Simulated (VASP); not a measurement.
## NaF (Villiaumite): single point with LDA

Crystal: NaF (Villiaumite).

```
Na F
1.0
     0.00000    2.27264    2.27264
     2.27264    0.00000    2.27264
     2.27264    2.27264    0.00000
Na F
1 1
Cartesian
  0.0000 0.0000 0.0000
  2.2726 2.2726 2.2726
```

| Item | Value |
| --- | --- |
| Program | VASP 6.6.1 |
| Task | single point |
| Functional | LDA |
| Potentials or basis | VASP PAW LDA potentials, release 64 (Na_pv, F) |
| Cutoff | 520 eV |
| k mesh | 8 × 8 × 8 |
| Occupations | fermi-dirac, width 0.05 eV |
| Spin | no spin polarisation |
| Dipole correction | no |
| Further INCAR settings | ALGO = Normal; EDIFF = 1e-07; NBANDS = 14 |

| Item | Value |
| --- | --- |
| Pressure | -1.7 GPa |
| Band gap on the k mesh | 6.27 eV, direct |

Levels at points of the mesh, in eV from the valence-band top:
| k point | band 4 | band 5 | band 6 | band 7 | band 8 | band 9 | band 10 | band 11 |
| --- | --- | --- | --- | --- | --- | --- | --- | --- |
| (0.00, 0.00, 0.00) | -18.60 | 0.00 | 0.00 | 0.00 | 6.27 | 18.93 | 18.93 | 18.93 |
| (0.50, 0.00, 0.00) | -17.68 | -1.80 | -0.30 | -0.30 | 10.74 | 12.59 | 20.29 | 20.29 |
| (0.50, 0.50, 0.00) | -18.55 | -1.42 | -0.45 | -0.45 | 13.02 | 13.23 | 13.82 | 20.07 |

Run time: 9.7 s on 1 thread of AMD EPYC 7R13 (shared host), peak memory 0.12 GiB.
